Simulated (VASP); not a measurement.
Set up this calculation in VASP 6.6.1, as the native input.

| Item | Value |
| --- | --- |
| Task | single point |
| Functional | PBE |
| Potentials or basis | VASP PAW PBE potentials, release 64 (Cd) |
| Cutoff | 520 eV |
| k mesh | 9 × 9 × 4 |
| Occupations | fermi-dirac, width 0.05 eV |
| Spin | no spin polarisation |
| Dipole correction | no |
| Further INCAR settings | ALGO = Normal; EDIFF = 1e-06; NBANDS = 19 |

The structure of Cd lies in POSCAR:

```
Cd
1.0
    2.9788700000      0.0000000000      0.0000000000
   -1.4894350000      2.5797770946      0.0000000000
    0.0000000000      0.0000000000      5.8423560000
Cd
2
Direct
    0.6666666667      0.3333333333      0.7500000000
    0.3333333333      0.6666666667      0.2500000000
```

One way to write it, as run:

INCAR

```
PREC     = Accurate       # precision mode
ENCUT    = 520            # plane-wave cutoff, eV
EDIFF    = 1E-6           # SCF threshold, eV
ISMEAR   = -1             # smearing method
SIGMA    = 0.05           # smearing width, eV
LREAL    = F              # projectors in reciprocal space
LASPH    = T              # aspherical terms in the spheres
NELM     = 100            # most SCF steps
ALGO     = Normal         # electronic algorithm
ISIF     = 2              # what is computed and relaxed
LWAVE    = F              # write WAVECAR
LCHARG   = F              # write CHGCAR
GGA      = PE             # functional
NBANDS   = 19             # bands
```

KPOINTS

```
Automatic mesh
0
Gamma
  9 9 4
```

Potentials or basis: VASP PAW PBE potentials, release 64 (Cd).

The run is started by

```sh
$ cat potpaw_PBE.64/Cd/POTCAR > POTCAR
$ mpirun -np 1 vasp_std > vasp.out
```

Results of the run:

```
Pressure               : 1.8 GPa
Band gap on the k mesh : zero (bands 12 and 13 overlap by 4.19 eV)
```

It took 29 s on 1 thread of Intel Xeon 8259CL (shared host), peak memory 0.18 GiB.
